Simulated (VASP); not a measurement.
Wanted: the native input for a VASP 6.6.1 run.

* Task: single point
* Functional: LDA
* Potentials or basis: VASP PAW LDA potentials, release 64 (Cd, Se)
* Cutoff: 500 eV
* k mesh: 7 × 7 × 7
* Occupations: methfessel-paxton, width 0.3 eV
* Spin: no spin polarisation
* Dipole correction: no
* Further INCAR settings: ALGO = Normal; EDIFF = 1e-06; NBANDS = 16

The structure of CdSe lies in POSCAR:

```
CdSe
1.0
    0.0000000000      3.0702712000      3.0702712000
    3.0702712000      0.0000000000      3.0702712000
    3.0702712000      3.0702712000      0.0000000000
Cd Se
1 1
Direct
    0.0000000000      0.0000000000      0.0000000000
    0.7500000000      0.7500000000      0.7500000000
```

These files were run (other wordings do the same):

INCAR

```
  PREC = Accurate
  ENCUT = 500
  EDIFF = 1E-6
  ISMEAR = 1
  SIGMA = 0.3
  LREAL = F
  LASPH = T
  NELM = 120
  ALGO = Normal
  ISIF = 2
  LWAVE = F
  LCHARG = F
  NBANDS = 16
  GGA_COMPAT = F
```

KPOINTS

```
regular mesh
0
Gamma
  7 7 7
```

Potentials or basis: VASP PAW LDA potentials, release 64 (Cd, Se).

Command:

```sh
$ cat potpaw_LDA.64/Cd/POTCAR potpaw_LDA.64/Se/POTCAR > POTCAR
$ mpirun -np 1 vasp_std > vasp.out
```

It gave:

* Pressure: -2.9 GPa
* Band gap on the k mesh: 0.30 eV, direct

Wall time 20 s on 1 thread of Intel Xeon 8259CL, on a shared host, peak memory 0.15 GiB.
